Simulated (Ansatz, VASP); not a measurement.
# Ca: VASP beside Ansatz

```
Ca
1.0
    -2.24000    2.24000    2.32960
     2.24000   -2.24000    2.32960
     2.24000    2.24000   -2.32960
Ca
1
Direct
  0.00000 0.00000 0.00000
```

Change from the starting cell: strain +0.0400 x Voigt [0, 0, 1, 0, 0, 0], atoms carried along.

Alike in both runs: task single point; functional LDA; k mesh 16 × 16 × 16; occupations gaussian, width 0.15 eV; no spin polarisation.

|  | VASP | Ansatz |
| --- | --- | --- |
| version | VASP 6.6.1 | Ansatz 0.2.0 |
| potentials or method | VASP PAW LDA potentials, release 64 (Ca_sv), cutoff 520 eV | scalar-relativistic, plane waves, PAW |
| valence electrons in the cell | 10 | 10 |

Ansatz gave:

```
gap on the k mesh at the Fermi level (eV)                     : none
pressure (GPa)                                                : -2.8
traceless stress, the component that is largest in VASP (GPa) : 0.06
```

Task: What did VASP give for the same quantities?

Result: gap on the k mesh at the Fermi level (eV): none; pressure (GPa): -2.9; traceless stress, the component that is largest in VASP (GPa): 0.06.

LDA's correlation is that of Perdew and Zunger in VASP and of Perdew and Wang (1992) in Ansatz. A gap of «none» marks a metal or a gap that the smearing closes.
